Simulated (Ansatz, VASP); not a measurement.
# Two plane-wave programs on MgGaC4N4

INCAR

```
SYSTEM = MgGaC4N4
  PREC = Accurate
  ENCUT = 520
  EDIFF = 1E-6
  ISMEAR = 0
  SIGMA = 0.1
  LREAL = .FALSE.
  LASPH = .TRUE.
  NELM = 60
  ALGO = Fast
  ISIF = 2
  LWAVE = .FALSE.
  LCHARG = .FALSE.
  GGA = PE
  NBANDS = 36
```

KPOINTS

```
regular mesh
0
G
  4 4 4
  0 0 0
```

POSCAR

```
MgGaC4N4
1.0
    3.6352359600     -3.6840863700      0.0000000000
    3.6352359600      3.6840863700      0.0000000000
    0.0000000000      0.0000000000      7.2704719200
Mg Ga C N
1 1 4 4
Direct
    0.5000000000      0.5000000000      0.5000000000
    0.0000000000      0.0000000000      0.0000000000
    0.8156000800      0.8156000800      0.8156000800
    0.1843999200      0.1843999200      0.1843999200
    0.8156000800      0.8156000800      0.1843999200
    0.1843999200      0.1843999200      0.8156000800
    0.7018089900      0.7018089900      0.7018089900
    0.2981910100      0.2981910100      0.2981910100
    0.7018089900      0.7018089900      0.2981910100
    0.2981910100      0.2981910100      0.7018089900
```

Input for Ansatz:

```yaml
crystal:
  lattice:
    - [3.63523596, -3.68408637, 0.0]
    - [3.63523596, 3.68408637, 0.0]
    - [0.0, 0.0, 7.27047192]
  atoms:
    - { symbol: Mg, position: [0.5, 0.5, 0.5] }
    - { symbol: Ga, position: [0.0, 0.0, 0.0] }
    - { symbol: C, position: [0.81560008, 0.81560008, 0.81560008] }
    - { symbol: C, position: [0.18439992, 0.18439992, 0.18439992] }
    - { symbol: C, position: [0.81560008, 0.81560008, 0.18439992] }
    - { symbol: C, position: [0.18439992, 0.18439992, 0.81560008] }
    - { symbol: "N", position: [0.70180899, 0.70180899, 0.70180899] }
    - { symbol: "N", position: [0.29819101, 0.29819101, 0.29819101] }
    - { symbol: "N", position: [0.70180899, 0.70180899, 0.29819101] }
    - { symbol: "N", position: [0.29819101, 0.29819101, 0.70180899] }
basis:
  ecutwfc: 420
kpoints:
  mp_grid: { grid: [4, 4, 4] }
hamiltonian:
  xc: pbe
scf:
  occupations: { method: gaussian, width: 0.1 }
  lower_state_search: "off"
output:
  forces: true
  stress: true
  eigenvalues: true
```

Alike in both runs: task single point; functional PBE; k mesh 4 × 4 × 4; occupations gaussian, width 0.1 eV; no spin polarisation.

```csv
,VASP,Ansatz
version,VASP 6.6.1,Ansatz 0.2.0
potentials or method,"VASP PAW PBE potentials, release 64 (Mg, Ga_d, C, N), cutoff 520 eV","scalar-relativistic, plane waves, PAW"
valence electrons in the cell,51,59
```

|  | VASP | Ansatz | Ansatz less VASP |
| --- | --- | --- | --- |
| gap on the k mesh at the Fermi level (eV) | none | none | - |
| pressure (GPa) | 5.6 | 5.4 | -0.25 |
| traceless stress, the component that is largest in VASP (GPa) | -5.22 | -4.89 | +0.331 |
| rms of the force components (eV/Å) | 0.715 | 0.838 | +0.1235 |

Atom by atom the forces differ by 0.212 eV/Å (rms over components). A gap of «none» marks a metal or a gap that the smearing closes. The functional is the same, so the differences come from potentials, cutoffs and numerics. VASP's potentials hold 51 valence electrons a cell and Ansatz's 59, so a difference there can come from the potentials and not from the codes.

Noted on VASP's run: the standard files for N, O and F lose accuracy on very short bonds.
